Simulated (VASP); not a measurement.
Input of a VASP 6.6.1 run:

POSCAR

```
SnO
1.0
    3.3622175725      0.0000000000      0.0000000000
   -1.6811087862      2.9117658309      0.0000000000
    0.0000000000      0.0000000000     18.7218810276
Sn O
4 4
Direct
    0.0000000000      0.0000000000     -0.0027326677
    0.3333333333      0.6666666667      0.2463782473
    0.0000000000      0.0000000000      0.4972673323
    0.6666666667      0.3333333333      0.7463782473
    0.0000000000      0.0000000000      0.1902282771
    0.3333333333      0.6666666667      0.4411261433
    0.0000000000      0.0000000000      0.6902282771
    0.6666666667      0.3333333333      0.9411261433
```

INCAR.step1

```
SYSTEM = SnO
ALGO = Normal
EDIFF = 1E-4
ENCUT = 520
GGA = PE
ISMEAR = 0
LASPH = .TRUE.
LCHARG = .FALSE.
LREAL = .FALSE.
LWAVE = .TRUE.
NBANDS = 50
NELM = 80
PREC = Accurate
SIGMA = 0.01
```

File INCAR.step2:

```
SYSTEM = SnO
ALGO = Normal
EDIFF = 1E-6
ENCUT = 520
ISIF = 2
ISMEAR = 0
ISTART = 1
LASPH = .TRUE.
LCHARG = .FALSE.
LMIXTAU = .TRUE.
LREAL = .FALSE.
LWAVE = .FALSE.
METAGGA = R2SCAN
NBANDS = 50
NELM = 80
PREC = Accurate
SIGMA = 0.01
```

The input KPOINTS:

```
k-points
0
G
  9 9 2
  0 0 0
```

Potentials or basis: VASP PAW PBE potentials, release 64 (Sn_d, O).

Launch:

```bash
$ cat potpaw_PBE.64/Sn_d/POTCAR potpaw_PBE.64/O/POTCAR > POTCAR
$ cp INCAR.step1 INCAR
$ mpirun -np 1 vasp_std > vasp.out
$ cp INCAR.step2 INCAR
$ mpirun -np 1 vasp_std > vasp.out
```

(1) Estimate the band gap on the k mesh.

(2) Predict the pressure.

(3) Estimate the largest force.

## Answers

(1) 1.74 eV, indirect (least direct gap 2.16 eV).

(2) -3.1 GPa.

(3) 0.452 eV/Å.

Caveat: the PAW data sets were made with another functional, which shifts forces and pressure a little; spin-orbit coupling is left out, which moves the levels of the heavy elements.
